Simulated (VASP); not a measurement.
A run of VASP 6.6.1 is set up as follows.

INCAR

```
SYSTEM = C
ALGO = Normal
DIPOL = 0.5 0.5 0.352
EDIFF = 1E-7
ENCUT = 520
GGA = PE
IDIPOL = 3
ISIF = 2
ISMEAR = 0
IVDW = 12
LASPH = .TRUE.
LCHARG = .TRUE.
LDIPOL = .TRUE.
LELF = .TRUE.
LREAL = .FALSE.
LVACPOTAV = .TRUE.
LVHAR = .TRUE.
LWAVE = .FALSE.
NBANDS = 16
NELM = 60
PREC = Accurate
SIGMA = 0.1
```

KPOINTS

```
k-points
0
G
  15 15 1
  0 0 0
```

File POSCAR:

```
C
1.0
    2.4657189596      0.0000000000      0.0000000000
   -1.2328594798      2.1353752576      0.0000000000
    0.0000000000      0.0000000000     17.5000000000
C
4
Direct
    0.3333333333      0.6666666667      0.2571428571
    0.6666666667      0.3333333333      0.2571428571
    0.6666666667      1.3333333333      0.4462857143
    1.0000000000      1.0000000000      0.4462857143
```

Potentials or basis: VASP PAW PBE potentials, release 64 (C).

The run is started by

```sh
$ cat potpaw_PBE.64/C/POTCAR > POTCAR
$ mpirun -np 1 vasp_std > vasp.out
```

Task: What does it give for the largest force?

Result: 0.027 eV/Å.

Task: Predict the band gap on the k mesh.

Result: Zero (filled and empty bands touch).

Task: Predict the dispersion energy per atom.

Result: -0.121 eV.

Forces on the atoms (eV/Å):
```
C    0.000  0.000 -0.027
C    0.000  0.000 -0.004
C    0.000  0.000  0.004
C    0.000  0.000  0.027
```
